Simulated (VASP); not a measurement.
Set up this calculation in VASP 6.6.1, as the native input.

| Quantity | Value |
| --- | --- |
| Task | single point |
| Functional | PBE |
| Potentials or basis | VASP PAW PBE potentials, release 64 (F, Cl, Na_pv) |
| Cutoff | 520 eV |
| k mesh | 8 × 8 × 8 |
| Occupations | fermi-dirac, width 0.02 eV |
| Spin | no spin polarisation |
| Dipole correction | no |
| Further INCAR settings | ALGO = Normal; EDIFF = 1e-07; NBANDS = 22 |

The structure of Na2ClF lies in POSCAR:

```
Na2ClF
1.0
    1.8106869146      1.0454005775      5.9206591818
   -1.8106869146      1.0454005775      5.9206591818
    0.0000000000     -2.0908011551      5.9206591818
F Cl Na
1 1 2
Direct
    1.0000000000      0.0000000000      0.0000000000
    0.5000000000      0.5000000000      0.5000000000
    0.2634375879      0.2634375879      0.2634375879
    0.7365624121      0.7365624121      0.7365624121
```

These files were run (other wordings do the same):

INCAR

```
SYSTEM = Na2ClF
PREC     = Accurate       ! precision mode
ENCUT    = 520            ! plane-wave cutoff, eV
EDIFF    = 1E-7           ! SCF threshold, eV
ISMEAR   = -1             ! smearing method
SIGMA    = 0.02           ! smearing width, eV
LREAL    = .False.        ! projectors in reciprocal space
LASPH    = .True.         ! aspherical terms in the spheres
NELM     = 80             ! most SCF steps
ALGO     = Normal         ! electronic algorithm
ISIF     = 2              ! what is computed and relaxed
LWAVE    = .False.        ! write WAVECAR
LCHARG   = .True.         ! write CHGCAR
GGA      = PE             ! functional
LELF     = .True.         ! ELF
LVHAR    = .True.       
NBANDS   = 22             ! bands
```

KPOINTS

```
regular mesh
0
Gamma
  8 8 8
  0 0 0
```

Potentials or basis: VASP PAW PBE potentials, release 64 (F, Cl, Na_pv).

Run with:

```console
$ cat potpaw_PBE.64/F/POTCAR potpaw_PBE.64/Cl/POTCAR potpaw_PBE.64/Na_pv/POTCAR > POTCAR
$ mpirun -np 1 vasp_std > vasp.out
```

Results of the run:

| Property | Result |
| --- | --- |
| Pressure | 1.9 GPa |
| Largest force | 0.033 eV/Å |
| Band gap on the k mesh | 4.34 eV, direct |

Wall time 5.5 min on 1 thread of AMD EPYC 7R13 Processor (Zen 3) (shared host), peak memory 0.31 GiB.
